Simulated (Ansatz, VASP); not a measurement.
**One calculation of C, two programs**

POSCAR

```
C
1.0
   -2.5098396889      0.0000000000      0.0000000000
   -1.2549198445     -2.1735849300      0.0000000000
    0.0000000000      0.0000000000     16.2606492275
C
16
Direct
    0.0000000000      0.0000000000      0.6838549290
    0.0000000000      0.0000000000      0.1746302050
    0.0000000000      1.0000000000      0.9384672909
    0.0000000000      1.0000000000      0.4292425670
    0.0000000000      0.0000000000      0.8438192428
    0.0000000000      0.0000000000      0.3345945189
    0.0000000000      1.0000000000      0.0799821569
    0.0000000000      1.0000000000      0.5892068808
    0.3333333333      0.3333333333      0.7157134196
    0.3333333333      0.3333333333      0.2064886957
    0.6666666667      0.6666666667      0.9703257816
    0.6666666667      0.6666666667      0.4611010577
    0.3333333333      0.3333333333      0.8119607522
    0.3333333333      0.3333333333      0.3027360282
    0.6666666667      0.6666666667      0.0481236663
    0.6666666667      0.6666666667      0.5573483902
```

Contents of INCAR.step1:

```
SYSTEM = C
ALGO = Normal
EDIFF = 1E-4
ENCUT = 520
GGA = PE
ISMEAR = 0
LASPH = .TRUE.
LCHARG = .FALSE.
LREAL = Auto
LWAVE = .TRUE.
NBANDS = 46
NELM = 60
PREC = Accurate
SIGMA = 0.05
```

File INCAR.step2:

```
SYSTEM = C
ALGO = Normal
EDIFF = 1E-7
ENCUT = 520
ISIF = 2
ISMEAR = 0
ISTART = 1
LASPH = .TRUE.
LCHARG = .FALSE.
LMIXTAU = .TRUE.
LREAL = Auto
LWAVE = .FALSE.
METAGGA = R2SCAN
NBANDS = 46
NELM = 60
PREC = Accurate
SIGMA = 0.05
```

The input KPOINTS:

```
k-points
0
G
  10 10 2
  0 0 0
```

Input for Ansatz:

```yaml
crystal:
  lattice:
    - [-2.5098396889, 0.0, 0.0]
    - [-1.2549198445, -2.17358493, 0.0]
    - [0.0, 0.0, 16.2606492275]
  atoms:
    - { symbol: C, position: [0.0, 0.0, 0.683854929] }
    - { symbol: C, position: [0.0, 0.0, 0.174630205] }
    - { symbol: C, position: [0.0, 1.0, 0.9384672909] }
    - { symbol: C, position: [0.0, 1.0, 0.429242567] }
    - { symbol: C, position: [0.0, 0.0, 0.8438192428] }
    - { symbol: C, position: [0.0, 0.0, 0.3345945189] }
    - { symbol: C, position: [0.0, 1.0, 0.0799821569] }
    - { symbol: C, position: [0.0, 1.0, 0.5892068808] }
    - { symbol: C, position: [0.3333333333, 0.3333333333, 0.7157134196] }
    - { symbol: C, position: [0.3333333333, 0.3333333333, 0.2064886957] }
    - { symbol: C, position: [0.6666666667, 0.6666666667, 0.9703257816] }
    - { symbol: C, position: [0.6666666667, 0.6666666667, 0.4611010577] }
    - { symbol: C, position: [0.3333333333, 0.3333333333, 0.8119607522] }
    - { symbol: C, position: [0.3333333333, 0.3333333333, 0.3027360282] }
    - { symbol: C, position: [0.6666666667, 0.6666666667, 0.0481236663] }
    - { symbol: C, position: [0.6666666667, 0.6666666667, 0.5573483902] }
basis:
  ecutwfc: 500
kpoints:
  mp_grid: { grid: [10, 10, 2] }
hamiltonian:
  xc: r2scan
scf:
  occupations: { method: gaussian, width: 0.05 }
output:
  forces: true
  stress: true
  eigenvalues: true
```

Alike in both runs: task single point; functional r2SCAN; k mesh 10 × 10 × 2; occupations gaussian, width 0.05 eV; no spin polarisation.

```csv
,VASP,Ansatz
version,VASP 6.6.1,Ansatz 0.2.0
potentials or method,"VASP PAW PBE potentials, release 64 (C), cutoff 520 eV","scalar-relativistic, plane waves, PAW"
valence electrons in the cell,64,64
```

VASP gave:

- gap on the k mesh at the Fermi level (eV): 3.83
- least direct gap on the mesh (eV): 4.68
- pressure (GPa): 15.9
- traceless stress, the component that is largest in VASP (GPa): 29.74
- rms of the force components (eV/Å): 2.845

**Question.** Estimate Ansatz's values.

**Answer.** gap on the k mesh at the Fermi level (eV): 3.86; least direct gap on the mesh (eV): 4.73; pressure (GPa): 14.7; traceless stress, the component that is largest in VASP (GPa): 29.70; rms of the force components (eV/Å): 2.827.

VASP's potentials were made for PBE, not for r2SCAN. Atom by atom the forces differ by 0.019 eV/Å (rms over components).
